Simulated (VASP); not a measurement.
# InSb3 (Fm-3m) in VASP: settings compared

Aim: see how the results for InSb3 move with the level of theory and the settings. Levels: PBEsol, PBE. Tasks: single point.

Everything below comes from runs of VASP 6.6.1. Logs are shortened: lines on timing, memory, paths and dates and some standing lists are left out, and cuts for length are marked.

### Step 1. The cell of the first run

Symmetry: Fm-3m, No. 225, cubic system. The conventional cell has a = 7.589 Å, b = 7.589 Å, c = 7.589 Å, α = 90.00°, β = 90.00°, γ = 90.00°. In (site symmetry m-3m) has 14 Sb at 3.29 to 3.79 Å within 4.3 Å. Sb (site symmetry -43m) has 4 In at 3.29 Å and 10 Sb at 3.29 to 3.79 Å within 4.3 Å. Sb (site symmetry m-3m) has 8 Sb at 3.29 Å and 6 In at 3.79 Å within 4.3 Å.

### Step 2. Single point, PBEsol

INCAR reads:

```
SYSTEM = InSb3
  PREC = Accurate
  ENCUT = 520
  EDIFF = 1E-6
  ISMEAR = -4
  SIGMA = 0.1
  LREAL = .False.
  LASPH = .True.
  NELM = 80
  ALGO = Normal
  ISIF = 2
  LWAVE = .False.
  LCHARG = .False.
  GGA = PS
  NBANDS = 22
```

KPOINTS reads:

```
Automatic mesh
0
Gamma
  4 4 4
  0 0 0
```

POSCAR reads:

```
InSb3
1.0
    0.0000000000      3.7945550000      3.7945550000
    3.7945550000      0.0000000000      3.7945550000
    3.7945550000      3.7945550000      0.0000000000
In Sb
1 3
Direct
    0.0000000000      0.0000000000      0.0000000000
    0.2500000000      0.2500000000      0.2500000000
    0.7500000000      0.7500000000      0.7500000000
    0.5000000000      0.5000000000      0.5000000000
```

Potentials or basis: VASP PAW PBE potentials, release 64 (In_d, Sb).

Started as:

```sh
cat potpaw_PBE.64/In_d/POTCAR potpaw_PBE.64/Sb/POTCAR > POTCAR
mpirun -np 1 vasp_std > vasp.out
```

OUTCAR:

```text
SYSTEM = InSb3
   PREC = Accurate
   ENCUT = 520
   EDIFF = 1E-6
   ISMEAR = -4
   LREAL = .False.
   LASPH = .True.
   NELM = 80
   ISIF = 2
   GGA = PS

 ion  position               nearest neighbor table
   1  0.000  0.000  0.000-   2 3.29   3 3.29   3 3.29   3 3.29   3 3.29   2 3.29   2 3.29   2 3.29
                             4 3.79   4 3.79   4 3.79   4 3.79   4 3.79   4 3.79
   2  0.250  0.250  0.250-   1 3.29   4 3.29   1 3.29   1 3.29   1 3.29   4 3.29   4 3.29   4 3.29

   3  0.750  0.750  0.750-   1 3.29   4 3.29   4 3.29   4 3.29   4 3.29   1 3.29   1 3.29   1 3.29

   4  0.500  0.500  0.500-   2 3.29   3 3.29   2 3.29   2 3.29   2 3.29   3 3.29   3 3.29   3 3.29
                             1 3.79   1 3.79   1 3.79   1 3.79   1 3.79   1 3.79

  LATTYP: Found a face centered cubic cell.
 ALAT       =     7.5891100000

  Lattice vectors:

 A1 = (   0.0000000000,   3.7945550000,   3.7945550000)
 A2 = (   3.7945550000,   0.0000000000,   3.7945550000)
 A3 = (   3.7945550000,   3.7945550000,   0.0000000000)

Analysis of symmetry for initial positions (statically):
=====================================================================
 Subroutine PRICEL returns:
 Original cell was already a primitive cell.

 Routine SETGRP: Setting up the symmetry group for a
 face centered cubic supercell.

 Subroutine GETGRP returns: Found 48 space group operations
 (whereof 48 operations were pure point group operations)
 out of a pool of 48 trial point group operations.

The static configuration has the point symmetry O_h .

Analysis of symmetry for dynamics (positions and initial velocities):
=====================================================================
 Subroutine PRICEL returns:
 Original cell was already a primitive cell.

 Routine SETGRP: Setting up the symmetry group for a
 face centered cubic supercell.

 Subroutine GETGRP returns: Found 48 space group operations
 (whereof 48 operations were pure point group operations)
 out of a pool of 48 trial point group operations.

The dynamic configuration has the point symmetry O_h .

 Subroutine INISYM returns: Found 48 space group operations
 (whereof 48 operations are pure point group operations),
 and found     1 'primitive' translations

----------------------------------------------------------------------------------------

                                     Primitive cell

  volume of cell :     109.2729

  direct lattice vectors                    reciprocal lattice vectors
     0.000000000  3.794555000  3.794555000    -0.131767757  0.131767757  0.131767757
     3.794555000  0.000000000  3.794555000     0.131767757 -0.131767757  0.131767757
     3.794555000  3.794555000  0.000000000     0.131767757  0.131767757 -0.131767757

  length of vectors
     5.366311144  5.366311144  5.366311144     0.228228449  0.228228449  0.228228449

  position of ions in fractional coordinates (direct lattice)
     0.000000000  0.000000000  0.000000000
     0.250000000  0.250000000  0.250000000
     0.750000000  0.750000000  0.750000000
     0.500000000  0.500000000  0.500000000

  ion indices of the primitive-cell ions
   primitive index   ion index
                 1           1
                 2           2
                 3           3
                 4           4

----------------------------------------------------------------------------------------

 KPOINTS: Automatic mesh

Automatic generation of k-mesh.
 Grid dimensions read from file:
 generate k-points for:    4    4    4

 Generating k-lattice:

  Cartesian coordinates                     Fractional coordinates (reciprocal lattice)
    -0.032941939  0.032941939  0.032941939     0.250000000  0.000000000  0.000000000
     0.032941939 -0.032941939  0.032941939     0.000000000  0.250000000  0.000000000
     0.032941939  0.032941939 -0.032941939     0.000000000  0.000000000  0.250000000

  Length of vectors
     0.057057112  0.057057112  0.057057112

  Shift w.r.t. Gamma in fractional coordinates (k-lattice)
     0.000000000  0.000000000  0.000000000

 TETIRR: Found      9 inequivalent tetrahedra from      384

 Subroutine IBZKPT returns following result:
 ===========================================

 Found      8 irreducible k-points:

 Following reciprocal coordinates:
            Coordinates               Weight
  0.000000  0.000000  0.000000      1.000000
  0.250000  0.000000  0.000000      8.000000
  0.500000  0.000000  0.000000      4.000000
  0.250000  0.250000  0.000000      6.000000
  0.500000  0.250000  0.000000     24.000000
 -0.250000  0.250000  0.000000     12.000000
  0.500000  0.500000  0.000000      3.000000
 -0.250000  0.500000  0.250000      6.000000
   k-points           NKPTS =      8   k-points in BZ     NKDIM =      8   number of bands    NBANDS=     22
   number of dos      NEDOS =    301   number of ions     NIONS =      4
   total plane-waves  NPLWV =  64000
   dimension x,y,z NGX =    40 NGY =   40 NGZ =   40
   dimension x,y,z NGXF=    80 NGYF=   80 NGZF=   80
   ions per type =               1   3
   NGX,Y,Z   is equivalent  to a cutoff of  12.39, 12.39, 12.39 a.u.
   NGXF,Y,Z  is equivalent  to a cutoff of  24.78, 24.78, 24.78 a.u.
 SYSTEM =  InSb3
   PREC   = accura    normal or accurate (medium, high low for compatibility)
   ISTART =      0    job   : 0-new  1-cont  2-samecut
   ICHARG =      2    charge: 1-file 2-atom 10-const
   ISPIN  =      1    spin polarized calculation?
   LNONCOLLINEAR =      F non collinear calculations
   LSORBIT =      F    spin-orbit coupling
   LASPH  =      T    aspherical Exc in radial PAW
   ENCUT  =  520.0 eV  38.22 Ry    6.18 a.u.   9.98  9.98  9.98*2*pi/ulx,y,z
   NELM   =     80;   NELMIN=  2; NELMDL= -5     # of ELM steps
   EDIFF  = 0.1E-05   stopping-criterion for ELM
   LREAL  =      F    real-space projection
   EDIFFG = 0.1E-04   stopping-criterion for IOM
   NSW    =      0    number of steps for IOM
   IBRION =     -1    ionic relax: 0-MD 1-quasi-New 2-CG
   NFREE  =      0    steps in history (QN), initial steepest desc. (CG)
   ISIF   =      2    stress and relaxation
   ISYM   =      2    0-nonsym 1-usesym 2-fastsym
   POTIM  = 0.5000    time-step for ionic-motion
   TEBEG  =    0.0;   TEEND  =   0.0 temperature during run
   PSTRESS=    0.0 pullay stress
   NELECT =      28.0000    total number of electrons
   NUPDOWN=      -1.0000    fix difference up-down
   EMIN   =  10.00;   EMAX   =-10.00  energy-range for DOS
   EFERMI =   0.00;   METHOD = LEGACY
   ISMEAR =    -4;   SIGMA  =   0.10  broadening in eV -4-tet -1-fermi 0-gaus
   EFERMI_NEDOS =   21; number of points for ismear=-14 and -15
   IALGO  =     38    algorithm
   IMIX   =      4    mixing-type and parameters
     AMIX     =   0.40;   BMIX     =  1.00
     AMIX_MAG =   1.60;   BMIX_MAG =  1.00
  volume/ion in A,a.u.               =      27.32       184.35
  Fermi-wavevector in a.u.,A,eV,Ry     =   1.039816  1.964968 14.710866  1.081218
  Thomas-Fermi vector in A             =   2.174364
   LORBIT       =      0    0 simple, 1 ext, 2 COOP (PROOUT), +10 PAW based schemes
   GGA     = PS    functional components
   LHFCALC =     F    Hartree Fock is set to
   AEXX    =    0.0000 exact exchange contribution
   IVDW    =     0    specifies the selected vdW correction
   LEPSILON=     F    determine dielectric tensor
   LRPA    =     F    only Hartree local field effects (RPA)
 non-spin polarized calculation
 Fermi weights with tetrahedron method witout Bloechl corrections
  energy-cutoff  :      520.00
  volume of cell :      109.27
 maximum number of plane-waves:      2954
   NGX = 19   NGY = 19   NGZ = 19

 number of electron      27.9999991 magnetization

 Free energy of the ion-electron system (eV)
  ---------------------------------------------------
  ext. energy  EPLUGINS =         0.00000000
  ---------------------------------------------------
  free energy    TOTEN  =       -15.56848097 eV

  energy without entropy =      -15.56848097  energy(sigma->0) =      -15.56848097

 E-fermi :   7.8358     XC(G=0): -10.2556

 val. band max:        8.7456405221   @ k =   0.5000   0.5000   0.0000
 cond. band min:       7.1177148464   @ k =   0.0000   0.0000   0.0000
 fundamental gap:     -1.6279256757
 Fermi energy:         7.8358344931

 k-point     1 :       0.0000    0.0000    0.0000
  band No.  band energies     occupation
      1      -6.7017      2.00000
      2      -6.7017      2.00000
      3      -6.7017      2.00000
      4      -6.6706      2.00000
      5      -6.6706      2.00000
      6      -4.4162      2.00000
[... 14 lines left out ...]
     21      14.5090      0.00000
     22      14.5090      0.00000

 k-point     2 :       0.2500    0.0000    0.0000
  band No.  band energies     occupation
      1      -6.7089      2.00000
      2      -6.6988      2.00000
      3      -6.6988      2.00000
      4      -6.6713      2.00000
      5      -6.6713      2.00000
      6      -3.9583      2.00000
[... 14 lines left out ...]
     21      12.8069      0.00000
     22      13.4112      0.00000

 k-point     3 :       0.5000    0.0000    0.0000
  band No.  band energies     occupation
      1      -6.7171      2.00000
      2      -6.6964      2.00000
      3      -6.6964      2.00000
      4      -6.6716      2.00000
      5      -6.6716      2.00000
      6      -2.9545      2.00000
[... 14 lines left out ...]
     21      13.4927      0.00000
     22      16.1323      0.00000

 k-point     4 :       0.2500    0.2500    0.0000
  band No.  band energies     occupation
      1      -6.7136      2.00000
      2      -6.6958      2.00000
      3      -6.6958      2.00000
      4      -6.6759      2.00000
      5      -6.6692      2.00000
      6      -3.8041      2.00000
[... 14 lines left out ...]
     21      12.5816      0.00000
     22      12.5816      0.00000

 k-point     5 :       0.5000    0.2500    0.0000
  band No.  band energies     occupation
      1      -6.7159      2.00000
      2      -6.6984      2.00000
      3      -6.6928      2.00000
      4      -6.6779      2.00000
      5      -6.6700      2.00000
      6      -2.8157      2.00000
[... 14 lines left out ...]
     21      13.0295      0.00000
     22      14.0319      0.00000

 k-point     6 :      -0.2500    0.2500    0.0000
  band No.  band energies     occupation
      1      -6.7089      2.00000
      2      -6.7033      2.00000
      3      -6.6952      2.00000
      4      -6.6734      2.00000
      5      -6.6726      2.00000
      6      -3.2223      2.00000
[... 14 lines left out ...]
     21      13.3462      0.00000
     22      14.5905      0.00000

 k-point     7 :       0.5000    0.5000    0.0000
  band No.  band energies     occupation
      1      -6.7258      2.00000
      2      -6.6896      2.00000
      3      -6.6896      2.00000
      4      -6.6834      2.00000
      5      -6.6679      2.00000
      6      -2.2224      2.00000
[... 14 lines left out ...]
     21      12.8435      0.00000
     22      13.1949      0.00000

 k-point     8 :      -0.2500    0.5000    0.2500
  band No.  band energies     occupation
      1      -6.7086      2.00000
      2      -6.7086      2.00000
      3      -6.6896      2.00000
      4      -6.6795      2.00000
      5      -6.6707      2.00000
      6      -1.8679      2.00000
[... 14 lines left out ...]
     21      11.9234      0.00000
     22      15.6394      0.00000

------------------------ aborting loop because EDIFF is reached ----------------------------------------

  FORCE on cell =-STRESS in cart. coord.  units (eV):
  Direction    XX          YY          ZZ          XY          YZ          ZX
  --------------------------------------------------------------------------------------
  -------------------------------------------------------------------------------------
  Total       -2.0353818     -2.0353818     -2.0353818     -0.0000000      0.0000000     -0.0000000
  in kB      -29.8430986    -29.8430986    -29.8430986     -0.0000000      0.0000000     -0.0000000
  external PRESSURE =     -29.8430986 kB  Pullay stress =       0.0000000 kB

 VOLUME and BASIS-vectors are now :
 -----------------------------------------------------------------------------
  energy-cutoff  :      520.00
  volume of cell :      109.27
      direct lattice vectors                 reciprocal lattice vectors
     0.000000000  3.794555000  3.794555000    -0.131767757  0.131767757  0.131767757
     3.794555000  0.000000000  3.794555000     0.131767757 -0.131767757  0.131767757
     3.794555000  3.794555000  0.000000000     0.131767757  0.131767757 -0.131767757

 POSITION                                       TOTAL-FORCE (eV/Angst)
 -----------------------------------------------------------------------------------
      0.00000      0.00000      0.00000        -0.000000      0.000000     -0.000000
      1.89728      1.89728      1.89728         0.000000      0.000000      0.000000
      5.69183      5.69183      5.69183        -0.000000     -0.000000     -0.000000
      3.79455      3.79455      3.79455        -0.000000      0.000000     -0.000000
 -----------------------------------------------------------------------------------
    total drift:                               -0.000000      0.000000      0.000000

  FREE ENERGIE OF THE ION-ELECTRON SYSTEM (eV)
  ---------------------------------------------------
  free  energy   TOTEN  =       -15.5684809664 eV

  energy  without entropy=      -15.5684809664  energy(sigma->0) =      -15.56848097
```

Wall time 40 s (1 thread of AMD EPYC 7R13, shared host); peak memory 0.21 GiB.

What came out:

```yaml
Free_energy: -15.5685 eV
Pressure: -3.0 GPa
Band_gap_on_the_k_mesh: zero (band 14 reaches 9.01 eV, above the bottom of band 15 at 5.45 eV)
```

Caveat: the PAW data sets were made with another functional, which shifts forces and pressure a little; spin-orbit coupling is left out, which moves the levels of the heavy elements.

### Step 3. Single point, PBE

INCAR reads:

```
SYSTEM = InSb3
PREC = Accurate
ENCUT = 520
EDIFF = 1E-6
ISMEAR = 0
SIGMA = 0.1
LREAL = .FALSE.
LASPH = .TRUE.
NELM = 80
ALGO = Normal
ISIF = 2
LWAVE = .FALSE.
LCHARG = .FALSE.
GGA = PE
NBANDS = 22
```

KPOINTS reads:

```
Automatic mesh
0
G
  4 4 4
  0 0 0
```

POSCAR is that of step 2.

Potentials or basis: VASP PAW PBE potentials, release 64 (In_d, Sb).

Started as:

```sh
cat potpaw_PBE.64/In_d/POTCAR potpaw_PBE.64/Sb/POTCAR > POTCAR
mpirun -np 1 vasp_std > vasp.out
```

Run time: 44 s. Hardware: 1 thread of AMD EPYC 7R13, shared host; peak memory 0.21 GiB.

Results (log left out):

| Quantity | Value |
| --- | --- |
| Free energy | -14.0866 eV |
| Pressure | -1.4 GPa |
| Band gap on the k mesh | zero (band 14 reaches 9.13 eV, above the bottom of band 15 at 5.65 eV) |

Levels at points of the mesh, in eV from the Fermi level:
```tsv
k point	band 10	band 11	band 12	band 13	band 14	band 15	band 16	band 17	band 18	band 19
(0.00, 0.00, 0.00)	-2.46	-2.46	-2.37	-2.37	-2.37	-2.30	-0.66	-0.66	-0.66	3.49
(0.50, 0.00, 0.00)	-3.41	-3.41	-2.58	-2.58	-0.23	-0.08	1.94	1.94	3.08	3.08
(0.50, 0.50, 0.00)	-5.04	-5.04	0.35	0.91	0.91	1.26	1.72	1.82	1.82	4.14
```

Caveat: spin-orbit coupling is left out, which moves the levels of the heavy elements.
